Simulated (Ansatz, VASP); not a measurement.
# KBr in VASP and in Ansatz

POSCAR

```
KBr
1.0
    5.5034337971      0.0000000000      0.0000000000
   -2.7517168985      4.7661134763      0.0000000000
    0.0000000000      0.0000000000      6.4198113993
K Br
2 2
Direct
    0.3333333333      0.6666666667      0.2500000000
    0.6666666667      0.3333333333      0.7500000000
    0.6666666667      0.3333333333      0.2500000000
    0.3333333333      0.6666666667      0.7500000000
```

INCAR.step1

```
SYSTEM = KBr
PREC = Accurate
ENCUT = 520
ISMEAR = 0
SIGMA = 0.01
LREAL = .False.
LASPH = .True.
NELM = 80
NBANDS = 24
GGA = PE
ALGO = Normal
EDIFF = 1E-4
LWAVE = .True.
LCHARG = .False.
```

INCAR.step2

```
SYSTEM = KBr
PREC = Accurate
ENCUT = 520
EDIFF = 1E-6
ISMEAR = 0
SIGMA = 0.01
LREAL = .False.
LASPH = .True.
NELM = 80
ALGO = Normal
ISIF = 2
LWAVE = .False.
LCHARG = .False.
METAGGA = R2SCAN
LMIXTAU = .True.
NBANDS = 24
ISTART = 1
```

KPOINTS

```
regular mesh
0
Gamma
  6 6 4
  0 0 0
```

Input for Ansatz:

```yaml
crystal:
  lattice:
    - [5.5034337971, 0.0, 0.0]
    - [-2.7517168985, 4.7661134763, 0.0]
    - [0.0, 0.0, 6.4198113993]
  atoms:
    - { symbol: K, position: [0.3333333333, 0.6666666667, 0.25] }
    - { symbol: K, position: [0.6666666667, 0.3333333333, 0.75] }
    - { symbol: Br, position: [0.6666666667, 0.3333333333, 0.25] }
    - { symbol: Br, position: [0.3333333333, 0.6666666667, 0.75] }
kpoints:
  mp_grid: { grid: [6, 6, 4] }
hamiltonian:
  xc: r2scan
scf:
  occupations: { method: fixed }
  n_extra_bands: 5
output:
  forces: true
  stress: true
  eigenvalues: true
```

Alike in both runs: task single point; functional r2SCAN; k mesh 6 × 6 × 4; no spin polarisation.

```csv
,VASP,Ansatz
version,VASP 6.6.1,Ansatz 0.2.0
potentials or method,"VASP PAW PBE potentials, release 64 (K_sv, Br)","plane waves, PAW"
plane-wave cutoff (eV),520,500
occupations,"gaussian, width 0.01 eV",fixed
valence electrons in the cell,32,32
```

|  | VASP | Ansatz | Ansatz less VASP |
| --- | --- | --- | --- |
| gap on the k mesh at the Fermi level (eV) | 4.84 | 4.84 | -0.001 |
| pressure (GPa) | 0.9 | 0.9 | 0.00 |
| traceless stress, the component that is largest in VASP (GPa) | 0.13 | 0.13 | 0.000 |

VASP's potentials were made for PBE, not for r2SCAN.
